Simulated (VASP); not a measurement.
Crystal: SrO.

```
CELL_PARAMETERS angstrom
0.00000 2.59737 2.59737
2.59737 0.00000 2.59737
2.59737 2.59737 0.00000
ATOMIC_POSITIONS crystal
Sr 0.50000 0.50000 0.50000
O 0.00000 0.00000 0.00000
```

| Quantity | Value |
| --- | --- |
| Program | VASP 6.6.1 |
| Task | relaxation of cell and atoms |
| Functional | PBEsol |
| Potentials or basis | VASP PAW PBE potentials, release 64 (Sr_sv, O) |
| Cutoff | 600 eV |
| k mesh | 8 × 8 × 8, shifted |
| Occupations | gaussian, width 0.02 eV |
| Spin | no spin polarisation |

At the start: pressure -3.1 GPa; volume 17.52 Å³/atom.

Question: How do energy, volume and symmetry change on relaxing?

Answer: Over 3 steps the energy falls by 6.3 meV/atom and the volume is 16.90 Å³/atom (-3.6 %); space group Fm-3m (No. 225, to 0.1 Å) before and after.

Step by step:
```tsv
step	energy change (eV)	largest force (eV/Å)	pressure (GPa)	volume (Å³)
1	0.0000	0.0000	-3.13	35.05
2	-0.0108	0.0000	1.31	33.34
3	-0.0127	0.0000	0.00	33.79
```

Final structure:
```
CELL_PARAMETERS angstrom
0.00000 2.56602 2.56602
2.56602 0.00000 2.56602
2.56602 2.56602 0.00000
ATOMIC_POSITIONS crystal
Sr 0.50000 0.50000 0.50000
O 0.00000 0.00000 0.00000
```

Caveat: the PAW data sets were made with another functional, which shifts forces and pressure a little.
